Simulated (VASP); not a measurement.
Write the native input for VASP 6.6.1 that does the following.

```
Task                   : relaxation of cell and atoms
Functional             : r2SCAN
Potentials or basis    : VASP PAW PBE potentials, release 64 (Ca_sv, B)
Cutoff                 : 600 eV
k mesh                 : 8 × 8 × 8
Occupations            : gaussian, width 0.01 eV
Spin                   : no spin polarisation
Dipole correction      : no
Further INCAR settings : ALGO = Normal; EDIFF = 1e-07; IBRION = 2; EDIFFG = -0.005; NSW = 100; ISIF = 3
```

CaB6:

```
Ca B
1.0
     4.13522    0.00000    0.00000
     0.00000    4.13522    0.00000
     0.00000    0.00000    4.13522
Ca B
1 6
Direct
  0.50000 0.50000 0.50000
  0.00000 0.00000 0.29811
  0.00000 0.00000 0.70189
  0.29811 0.00000 0.00000
  0.70189 0.00000 0.00000
  0.00000 0.29811 0.00000
  0.00000 0.70189 0.00000
```

These files were run (other wordings do the same):

POSCAR

```
CaB6
1.0
    4.1352172890      0.0000000000      0.0000000000
    0.0000000000      4.1352172890      0.0000000000
    0.0000000000      0.0000000000      4.1352172890
Ca B
1 6
Direct
    0.5000000000      0.5000000000      0.5000000000
    0.0000000000      0.0000000000      0.2981145663
    0.0000000000      0.0000000000      0.7018854337
    0.2981145663      0.0000000000      0.0000000000
    0.7018854337      0.0000000000      0.0000000000
    0.0000000000      0.2981145663      0.0000000000
    0.0000000000      0.7018854337      0.0000000000
```

INCAR.step1

```
ALGO     = Normal         # electronic algorithm
EDIFF    = 1E-4           # SCF threshold, eV
ENCUT    = 600            # plane-wave cutoff, eV
GGA      = PE             # functional
ISMEAR   = 0              # smearing method
LASPH    = T              # aspherical terms in the spheres
LCHARG   = F              # write CHGCAR
LREAL    = F              # projectors in reciprocal space
LWAVE    = T              # write WAVECAR
NELM     = 60             # most SCF steps
PREC     = Accurate       # precision mode
SIGMA    = 0.01           # smearing width, eV
```

INCAR.step2

```
ALGO     = Normal         # electronic algorithm
EDIFF    = 1E-7           # SCF threshold, eV
EDIFFG   = -0.005         # ionic threshold
ENCUT    = 600            # plane-wave cutoff, eV
IBRION   = 2              # ionic algorithm
ISIF     = 3              # what is computed and relaxed
ISMEAR   = 0              # smearing method
ISTART   = 1            
LASPH    = T              # aspherical terms in the spheres
LCHARG   = F              # write CHGCAR
LMIXTAU  = T            
LREAL    = F              # projectors in reciprocal space
LWAVE    = F              # write WAVECAR
METAGGA  = R2SCAN         # meta-GGA
NELM     = 60             # most SCF steps
NSW      = 100            # ionic steps
PREC     = Accurate       # precision mode
SIGMA    = 0.01           # smearing width, eV
```

KPOINTS

```
k-points
0
Gamma
  8 8 8
```

Potentials or basis: VASP PAW PBE potentials, release 64 (Ca_sv, B).

Command:

```sh
$ cat potpaw_PBE.64/Ca_sv/POTCAR potpaw_PBE.64/B/POTCAR > POTCAR
$ cp INCAR.step1 INCAR
$ mpirun -np 1 vasp_std > vasp.out
$ cp INCAR.step2 INCAR
$ mpirun -np 1 vasp_std > vasp.out
```

It gave:

```
Relaxed volume                        : 10.13 Å³/atom
Relaxed cell                          : a = 4.139 Å, b = 4.139 Å, c = 4.139 Å, α = 90.00°, β = 90.00°, γ = 90.00°
Space group after relaxing (to 0.1 Å) : Pm-3m (No. 221)
Energy gained by relaxing             : 0.0 meV/atom
Ionic steps                           : 5
Pressure after relaxing               : 0.0 GPa
Band gap on the k mesh                : 0.07 eV
```

Caveat: the PAW data sets were made with another functional, which shifts forces and pressure a little.

Wall time 7.7 min on 1 thread of Intel Xeon 8259CL, with other jobs on the host, peak memory 0.26 GiB.
